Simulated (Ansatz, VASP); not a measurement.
**CuP in VASP and in Ansatz**

```
Cu P
1.0
     3.02068    0.00000    0.00000
     0.00000    3.02068    0.00000
     0.00000    0.00000    3.02068
Cu P
1 1
Direct
  0.00000 0.00000 0.00000
  0.50000 0.50000 0.50000
```

Alike in both runs: functional PBE; k mesh 6 × 6 × 6; occupations gaussian, width 0.1 eV; no spin polarisation.

Ansatz relaxed the structure, and its values are those at the end. VASP's run is a single point on that final structure, the one shown.

```csv
,VASP,Ansatz
version,VASP 6.6.1,Ansatz 0.2.0
potentials or method,"VASP PAW PBE potentials, release 64 (Cu, P), cutoff 520 eV","scalar-relativistic, plane waves, PAW"
valence electrons in the cell,16,24
```

Ansatz gave:

| Property | Result |
| --- | --- |
| gap on the k mesh at the Fermi level (eV) | none |
| pressure (GPa) | 0.2 |

Estimate VASP's values.

gap on the k mesh at the Fermi level (eV): none; pressure (GPa): 0.6.

A gap of «none» marks a metal or a gap that the smearing closes. VASP's potentials hold 16 valence electrons a cell and Ansatz's 24, so a difference there can come from the potentials and not from the codes.
